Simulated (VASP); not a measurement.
# BN in VASP: single point with HSE06

Aim: the single point of BN with HSE06.

Program: VASP 6.6.1. These are calculated values, not measurements. Logs are shortened: lines on timing, memory, paths and dates and some standing lists are left out, and cuts for length are marked.

## 1. The cell of the first run

The cell holds an amorphous packing of atoms, 64 atoms: a = 7.861 Å, b = 7.861 Å, c = 7.861 Å, α = 90.00°, β = 90.00°, γ = 90.00°.

## 2. Single point, HSE06

POSCAR

```
BN
1.0
    7.8606340000      0.0000000000      0.0000000000
    0.0000000000      7.8606340000      0.0000000000
    0.0000000000      0.0000000000      7.8606340000
B N
32 32
Direct
    0.3329350000      0.8769460000      0.0332190000
    0.5144190000      0.2519610000      0.4736620000
    0.0565550000      0.4047170000      0.9391590000
    0.8118460000      0.2908540000      0.4763970000
    0.4421640000      0.1921140000      0.1396260000
    0.2414530000      0.1959130000      0.3084760000
    0.7869910000      0.4860520000      0.2566140000
    0.3463700000      0.5034670000      0.3975050000
    0.1747100000      0.1091530000      0.9770500000
    0.0765030000      0.3073880000      0.4541120000
    0.3543810000      0.4619070000      0.0357870000
    0.0366900000      0.9913930000      0.4669940000
    0.4805720000      0.0508000000      0.8454140000
    0.9855030000      0.1697520000      0.7277990000
    0.8594150000      0.6513830000      0.9816680000
    0.9133230000      0.1624330000      0.2276010000
    0.8335370000      0.9785670000      0.9377100000
    0.1827340000      0.9153730000      0.7321610000
    0.1970940000      0.6332230000      0.6448030000
    0.4452750000      0.5693140000      0.7657840000
    0.5911360000      0.4937950000      0.0468610000
    0.6658960000      0.7916350000      0.7645990000
    0.9282050000      0.6937730000      0.4653850000
    0.9452540000      0.4887000000      0.6938410000
    0.9545800000      0.8662820000      0.1968470000
    0.2838870000      0.3094980000      0.7679720000
    0.3720370000      0.7072600000      0.3190250000
    0.1482110000      0.6497300000      0.1119280000
    0.6316220000      0.5556260000      0.5115650000
    0.6908900000      0.0880000000      0.6823280000
    0.4883350000      0.9883360000      0.3255600000
    0.4632340000      0.8201720000      0.5871080000
    0.9027730000      0.0223050000      0.1085490000
    0.4233090000      0.2074360000      0.7909070000
    0.9890320000      0.7194390000      0.1012890000
    0.9736080000      0.8479740000      0.3792510000
    0.5460480000      0.0410620000      0.1620870000
    0.6784130000      0.1906380000      0.5346540000
    0.4652150000      0.5736190000      0.9390790000
    0.5690530000      0.9419500000      0.7040540000
    0.1748220000      0.4813220000      0.0511040000
    0.2107200000      0.3815920000      0.3755190000
    0.4995360000      0.9544350000      0.0084390000
    0.0168870000      0.6331980000      0.6074510000
    0.7395150000      0.5622270000      0.1019520000
    0.9561790000      0.3230680000      0.5988100000
    0.7927280000      0.8034830000      0.8848660000
    0.0727240000      0.0214690000      0.6398270000
    0.2584970000      0.1522530000      0.1302090000
    0.8204600000      0.1068820000      0.8055470000
    0.2908260000      0.7567340000      0.1652030000
    0.2896550000      0.4858900000      0.7040680000
    0.8238850000      0.3130050000      0.2856550000
    0.5827870000      0.6510400000      0.6645230000
    0.4876490000      0.8240760000      0.4010240000
    0.9191650000      0.4985750000      0.8701990000
    0.7826480000      0.5841870000      0.4198220000
    0.1119850000      0.2440430000      0.8561090000
    0.0484160000      0.1415830000      0.3615910000
    0.2038270000      0.9409280000      0.9101700000
    0.5049450000      0.4325930000      0.4557070000
    0.4839970000      0.3621020000      0.1152490000
    0.3974160000      0.1342030000      0.4042660000
    0.2879730000      0.7896790000      0.6481000000
```

INCAR.step1

```
SYSTEM = BN
PREC = Accurate ; ENCUT = 520
EDIFF = 1E-5 ; ISMEAR = -1
SIGMA = 0.05 ; LREAL = Auto
LASPH = .TRUE. ; NELM = 100
ALGO = Normal ; ISIF = 2
LWAVE = .TRUE. ; LCHARG = .FALSE.
NBANDS = 166 ; GGA = PE
```

INCAR.step2

```
SYSTEM = BN
PREC = Accurate ; ENCUT = 520
EDIFF = 1E-6 ; ISMEAR = -1
SIGMA = 0.05 ; LREAL = Auto
LASPH = .TRUE. ; NELM = 100
ALGO = Normal ; ISIF = 2
LWAVE = .FALSE. ; LCHARG = .FALSE.
GGA = PE ; LHFCALC = .TRUE.
HFSCREEN = 0.2079 ; PRECFOCK = Fast
NBANDS = 166 ; ISTART = 1
```

KPOINTS

```
Automatic mesh
0
G
  1 1 1
  0 0 0
```

Potentials or basis: VASP PAW PBE potentials, release 64 (B, N).

On the command line:

```bash
$ cat potpaw_PBE.64/B/POTCAR potpaw_PBE.64/N/POTCAR > POTCAR
$ cp INCAR.step1 INCAR
$ mpirun -np 1 vasp_gam > vasp.out
$ cp INCAR.step2 INCAR
$ mpirun -np 1 vasp_gam > vasp.out
```

OUTCAR:

```text
SYSTEM = BN
   PREC = Accurate
   ENCUT = 520
   EDIFF = 1E-6
   ISMEAR = -1
   LREAL = Auto
   LASPH = .TRUE.
   NELM = 100
   ISIF = 2
   GGA = PE
   LHFCALC = .TRUE.
   HFSCREEN = 0.2079
   PRECFOCK = Fast
   ISTART = 1

 ion  position               nearest neighbor table
   1  0.333  0.877  0.033-  51 1.44  43 1.46  60 1.49
   2  0.514  0.252  0.474-  63 1.41  61 1.43  38 1.46
   3  0.057  0.405  0.939-  41 1.41  56 1.42  58 1.49
   4  0.812  0.291  0.476-  38 1.39  46 1.51  53 1.51  10 2.09
   5  0.442  0.192  0.140-  62 1.39  37 1.45  49 1.48   6 2.06
   6  0.241  0.196  0.308-  49 1.45  63 1.52  42 1.57  59 1.63  10 1.94   5 2.06
   7  0.787  0.486  0.257-  45 1.41  53 1.41  57 1.50
   8  0.346  0.503  0.398-  61 1.44  42 1.44  27 1.73
   9  0.175  0.109  0.977-  49 1.41  60 1.44  58 1.51
  10  0.077  0.307  0.454-  42 1.35  46 1.48  59 1.51   6 1.94   4 2.09
  11  0.354  0.462  0.036-  41 1.42  62 1.43  39 1.45  21 1.88
  12  0.037  0.991  0.467-  48 1.41  36 1.41  59 1.45
  13  0.481  0.051  0.845-  34 1.38  43 1.50  40 1.57  30 2.11
  14  0.986  0.170  0.728-  50 1.52  48 1.52  58 1.53  46 1.59
  15  0.859  0.651  0.982-  35 1.49  45 1.51  47 1.51  56 1.56
  16  0.913  0.162  0.228-  33 1.45  53 1.45  59 1.50
  17  0.834  0.979  0.938-  50 1.45  47 1.47  33 1.49
  18  0.183  0.915  0.732-  48 1.40  60 1.42  64 1.45
  19  0.197  0.633  0.645-  64 1.42  52 1.44  44 1.45
  20  0.445  0.569  0.766-  39 1.37  52 1.47  54 1.49
  21  0.591  0.494  0.047-  45 1.36  62 1.44  39 1.45  11 1.88
  22  0.666  0.792  0.765-  47 1.38  40 1.48  54 1.51  32 2.13
  23  0.928  0.694  0.465-  44 1.40  36 1.43  57 1.48
  24  0.945  0.489  0.694-  56 1.40  44 1.44  46 1.50
  25  0.955  0.866  0.197-  35 1.40  36 1.45  33 1.47
  26  0.284  0.309  0.768-  34 1.37  52 1.48  58 1.60
  27  0.372  0.707  0.319-  51 1.42  55 1.44   8 1.73
  28  0.148  0.650  0.112-  35 1.37  41 1.42  51 1.46
  29  0.632  0.556  0.512-  57 1.41  61 1.46  54 1.47
  30  0.691  0.088  0.682-  50 1.41  38 1.42  40 1.50  13 2.11
  31  0.488  0.988  0.326-  55 1.42  37 1.42  63 1.49
  32  0.463  0.820  0.587-  55 1.48  64 1.48  40 1.57  54 1.74  22 2.13
  33  0.903  0.022  0.109-  16 1.45  25 1.47  17 1.49
  34  0.423  0.207  0.791-  26 1.37  13 1.38
  35  0.989  0.719  0.101-  28 1.37  25 1.40  15 1.49
  36  0.974  0.848  0.379-  12 1.41  23 1.43  25 1.45
  37  0.546  0.041  0.162-  31 1.42  43 1.43   5 1.45
  38  0.678  0.191  0.535-   4 1.39  30 1.42   2 1.46
  39  0.465  0.574  0.939-  20 1.37  21 1.45  11 1.45
  40  0.569  0.942  0.704-  22 1.48  30 1.50  13 1.57  32 1.57
  41  0.175  0.481  0.051-   3 1.41  28 1.42  11 1.42
  42  0.211  0.382  0.376-  10 1.35   8 1.44   6 1.57
  43  0.500  0.954  0.008-  37 1.43   1 1.46  13 1.50
  44  0.017  0.633  0.607-  23 1.40  24 1.44  19 1.45
  45  0.740  0.562  0.102-  21 1.36   7 1.41  15 1.51
  46  0.956  0.323  0.599-  10 1.48  24 1.50   4 1.51  14 1.59
  47  0.793  0.803  0.885-  22 1.38  17 1.47  15 1.51
  48  0.073  0.021  0.640-  18 1.40  12 1.41  14 1.52
  49  0.258  0.152  0.130-   9 1.41   6 1.45   5 1.48
  50  0.820  0.107  0.806-  30 1.41  17 1.45  14 1.52
  51  0.291  0.757  0.165-  27 1.42   1 1.44  28 1.46
  52  0.290  0.486  0.704-  19 1.44  20 1.47  26 1.48
  53  0.824  0.313  0.286-   7 1.41  16 1.45   4 1.51
  54  0.583  0.651  0.665-  29 1.47  20 1.49  22 1.51  32 1.74
  55  0.488  0.824  0.401-  31 1.42  27 1.44  32 1.48
  56  0.919  0.499  0.870-  24 1.40   3 1.42  15 1.56
  57  0.783  0.584  0.420-  29 1.41  23 1.48   7 1.50
  58  0.112  0.244  0.856-   3 1.49   9 1.51  14 1.53  26 1.60
  59  0.048  0.142  0.362-  12 1.45  16 1.50  10 1.51   6 1.63
  60  0.204  0.941  0.910-  18 1.42   9 1.44   1 1.49
  61  0.505  0.433  0.456-   2 1.43   8 1.44  29 1.46
  62  0.484  0.362  0.115-   5 1.39  11 1.43  21 1.44
  63  0.397  0.134  0.404-   2 1.41  31 1.49   6 1.52
  64  0.288  0.790  0.648-  19 1.42  18 1.45  32 1.48

  LATTYP: Found a simple cubic cell.
 ALAT       =     7.8606340000

  Lattice vectors:

 A1 = (   7.8606340000,   0.0000000000,   0.0000000000)
 A2 = (   0.0000000000,   7.8606340000,   0.0000000000)
 A3 = (   0.0000000000,   0.0000000000,   7.8606340000)
[... 197 lines left out ...]

  Shift w.r.t. Gamma in fractional coordinates (k-lattice)
     0.000000000  0.000000000  0.000000000

 Subroutine IBZKPT returns following result:
 ===========================================

 Found      1 irreducible k-points:

 Following reciprocal coordinates:
            Coordinates               Weight
  0.000000  0.000000  0.000000      1.000000
   k-points           NKPTS =      1   k-points in BZ     NKDIM =      1   number of bands    NBANDS=    166
   number of dos      NEDOS =    301   number of ions     NIONS =     64
   total plane-waves  NPLWV = 216000
   dimension x,y,z NGX =    60 NGY =   60 NGZ =   60
   dimension x,y,z NGXF=   120 NGYF=  120 NGZF=  120
   ions per type =              32  32
   NGX,Y,Z   is equivalent  to a cutoff of  12.69, 12.69, 12.69 a.u.
   NGXF,Y,Z  is equivalent  to a cutoff of  25.38, 25.38, 25.38 a.u.
 SYSTEM =  BN
   PREC   = accura    normal or accurate (medium, high low for compatibility)
   ISTART =      1    job   : 0-new  1-cont  2-samecut
   ICHARG =      0    charge: 1-file 2-atom 10-const
   ISPIN  =      1    spin polarized calculation?
   LNONCOLLINEAR =      F non collinear calculations
   LSORBIT =      F    spin-orbit coupling
   LASPH  =      T    aspherical Exc in radial PAW
   ENCUT  =  520.0 eV  38.22 Ry    6.18 a.u.  14.62 14.62 14.62*2*pi/ulx,y,z
   NELM   =    100;   NELMIN=  2; NELMDL=  0     # of ELM steps
   EDIFF  = 0.1E-05   stopping-criterion for ELM
   LREAL  =      T    real-space projection
   EDIFFG = 0.1E-04   stopping-criterion for IOM
   NSW    =      0    number of steps for IOM
   IBRION =     -1    ionic relax: 0-MD 1-quasi-New 2-CG
   NFREE  =      0    steps in history (QN), initial steepest desc. (CG)
   ISIF   =      2    stress and relaxation
   ISYM   =      3    0-nonsym 1-usesym 2-fastsym
   POTIM  = 0.5000    time-step for ionic-motion
   TEBEG  =    0.0;   TEEND  =   0.0 temperature during run
   PSTRESS=    0.0 pullay stress
   NELECT =     256.0000    total number of electrons
   NUPDOWN=      -1.0000    fix difference up-down
   EMIN   =  10.00;   EMAX   =-10.00  energy-range for DOS
   EFERMI =   0.00;   METHOD = LEGACY
   ISMEAR =    -1;   SIGMA  =   0.05  broadening in eV -4-tet -1-fermi 0-gaus
   EFERMI_NEDOS =   21; number of points for ismear=-14 and -15
   IALGO  =     38    algorithm
   IMIX   =      1    mixing-type and parameters
     AMIX     =   0.40;   BMIX     =  1.00
     AMIX_MAG =   1.60;   BMIX_MAG =  1.00
  volume/ion in A,a.u.               =       7.59        51.21
  Fermi-wavevector in a.u.,A,eV,Ry     =   1.322403  2.498980 23.793193  1.748750
  Thomas-Fermi vector in A             =   2.452087
   LORBIT       =      0    0 simple, 1 ext, 2 COOP (PROOUT), +10 PAW based schemes
   GGA     = PE    functional components
   LHFCALC =     T    Hartree Fock is set to
   PRECFOCK=fast      Normal, Fast or Accurate (Low or Medium for compatibility)
   ENCUT4O =  -1.0   cutoff for four orbital integrals eV
   NKREDX  =     1    reduce k-point grid by
   NKREDY  =     1    reduce k-point grid by
   NKREDZ  =     1    reduce k-point grid by
   AEXX    =    0.2500 exact exchange contribution
   HFSCREEN=    0.2079 screening length (either q_TF or 0.3 A-1)
   HFSCREENC=   0.2079 screening length for correlation (either q_TF or 0.3 A-1)
   ENCUTFOCK=  -1.0 apply spherical cutoff to Coloumb kernel
   IVDW    =     0    specifies the selected vdW correction
   LEPSILON=     F    determine dielectric tensor
   LRPA    =     F    only Hartree local field effects (RPA)
 non-spin polarized calculation
  energy-cutoff  :      520.00
  volume of cell :      485.71
 maximum number of plane-waves:      6567
 NGX is ok and might be reduce to    60
  NGX = 30; NGY = 30; NGZ = 30

 number of electron     255.9999991 magnetization

 Free energy of the ion-electron system (eV)
  ---------------------------------------------------
  ext. energy  EPLUGINS =         0.00000000
  ---------------------------------------------------
  free energy    TOTEN  =      -613.91068533 eV

  energy without entropy =     -613.91068533  energy(sigma->0) =     -613.91068533

 E-fermi :   5.4047     XC(G=0):  -9.1267

 val. band max:        4.1729144447   @ k =   0.0000   0.0000   0.0000
 cond. band min:       7.8015159914   @ k =   0.0000   0.0000   0.0000
 fundamental gap:      3.6286015467
 Fermi energy:         5.4046706009

 k-point     1 :       0.0000    0.0000    0.0000
  band No.  band energies     occupation
      1     -17.9774      2.00000
      2     -17.4420      2.00000
      3     -16.9738      2.00000
      4     -16.6040      2.00000
      5     -16.4459      2.00000
      6     -16.0549      2.00000
[... 132 lines left out ...]
    139       9.9765      0.00000
    140      10.0924      0.00000
 [bands above 140 left out]

------------------------ aborting loop because EDIFF is reached ----------------------------------------

  FORCE on cell =-STRESS in cart. coord.  units (eV):
  Direction    XX          YY          ZZ          XY          YZ          ZX
  --------------------------------------------------------------------------------------
  -------------------------------------------------------------------------------------
  Total       50.9402762     28.6088076     48.7956816     -7.5055826      1.6063658     -1.9581764
  in kB      168.0347683     94.3707949    160.9604748    -24.7583824      5.2988584     -6.4593627
  external PRESSURE =     141.1220127 kB  Pullay stress =       0.0000000 kB

 VOLUME and BASIS-vectors are now :
 -----------------------------------------------------------------------------
  energy-cutoff  :      520.00
  volume of cell :      485.71
      direct lattice vectors                 reciprocal lattice vectors
     7.860634000  0.000000000  0.000000000     0.127216202  0.000000000  0.000000000
     0.000000000  7.860634000  0.000000000     0.000000000  0.127216202  0.000000000
     0.000000000  0.000000000  7.860634000     0.000000000  0.000000000  0.127216202

 POSITION                                       TOTAL-FORCE (eV/Angst)
 -----------------------------------------------------------------------------------
      2.61708      6.89335      0.26112         0.031208      0.007551      0.026650
      4.04366      1.98057      3.72328        -0.047857     -0.001608     -0.075130
      0.44456      3.18133      7.38239         0.036054      0.219260     -0.036853
      6.38162      2.28630      3.74478        -0.141578     -0.209802     -0.072384
      3.47569      1.51014      1.09755        -0.013207      0.025567     -0.027875
      1.89797      1.54000      2.42482         0.021284      0.029712     -0.068254
[... 56 lines left out ...]
      3.12394      1.05492      3.17779         0.157070      0.090333     -0.037486
      2.26365      6.20738      5.09448        -0.141579     -0.113558      0.030077
 -----------------------------------------------------------------------------------
    total drift:                                0.004412     -0.000951     -0.037766

  FREE ENERGIE OF THE ION-ELECTRON SYSTEM (eV)
  ---------------------------------------------------
  free  energy   TOTEN  =      -613.9106853306 eV

  energy  without entropy=     -613.9106853305  energy(sigma->0) =     -613.91068533
```

It took 6.1 min on 1 thread of Intel Xeon Platinum 8488C (Sapphire Rapids), shared host; peak memory 0.64 GiB.

Results:

* Free energy: -613.9107 eV
* Pressure: 14.1 GPa
* Largest force: 0.466 eV/Å
* Band gap on the k mesh: 3.63 eV

Forces in eV/Å, atoms in the order of the input:
```
B    0.031  0.008  0.027
B   -0.048 -0.002 -0.075
B    0.036  0.219 -0.037
B   -0.142 -0.210 -0.072
B   -0.013  0.026 -0.028
B    0.021  0.030 -0.068
B   -0.013  0.015 -0.105
B    0.188 -0.299 -0.015
B    0.212 -0.055  0.016
B    0.220  0.093 -0.178
B    0.103  0.018  0.028
B   -0.019 -0.038  0.036
B   -0.068  0.077  0.022
B   -0.001 -0.159  0.011
B    0.000  0.005  0.124
B   -0.046 -0.036 -0.008
B    0.012 -0.049 -0.034
B    0.005  0.101  0.021
B   -0.085  0.065  0.137
B    0.054 -0.094  0.252
B    0.099  0.089  0.052
B    0.108  0.082  0.205
B    0.049  0.014  0.068
B    0.163  0.128  0.164
B   -0.027 -0.094 -0.091
B    0.289 -0.268  0.095
B    0.030  0.265 -0.123
B   -0.171  0.095 -0.113
B    0.012  0.110 -0.121
B    0.135  0.051 -0.066
B   -0.122 -0.045 -0.039
B   -0.044  0.024 -0.054
N    0.054  0.028  0.138
N   -0.219 -0.007  0.018
N    0.187 -0.022  0.076
N   -0.013  0.100  0.095
N   -0.146  0.153 -0.005
N    0.085  0.095  0.059
N   -0.046 -0.252 -0.144
N    0.073  0.057  0.064
N    0.075  0.049 -0.130
N   -0.298 -0.252  0.255
N   -0.276 -0.013 -0.063
N    0.064 -0.107 -0.074
N   -0.287 -0.256  0.054
N   -0.006  0.033 -0.180
N   -0.138  0.038 -0.147
N    0.061 -0.080 -0.071
N    0.125  0.022  0.005
N   -0.174 -0.029 -0.063
N   -0.001 -0.056  0.015
N    0.044  0.193 -0.013
N    0.103  0.032  0.199
N   -0.081  0.008  0.023
N   -0.129  0.102 -0.026
N    0.245 -0.174 -0.215
N   -0.107 -0.141  0.105
N    0.026  0.068  0.073
N    0.012  0.023  0.111
N    0.042  0.147 -0.051
N   -0.042  0.002  0.018
N   -0.214  0.098 -0.146
N    0.157  0.090 -0.037
N   -0.142 -0.114  0.030
```

Stress tensor (GPa, compression positive):
```
16.80 -2.48 -0.65
-2.48  9.44  0.53
-0.65  0.53 16.10
```

Caveat: the k points lie up to 0.80 Å⁻¹ apart; the PAW data sets were made with another functional, which shifts forces and pressure a little.
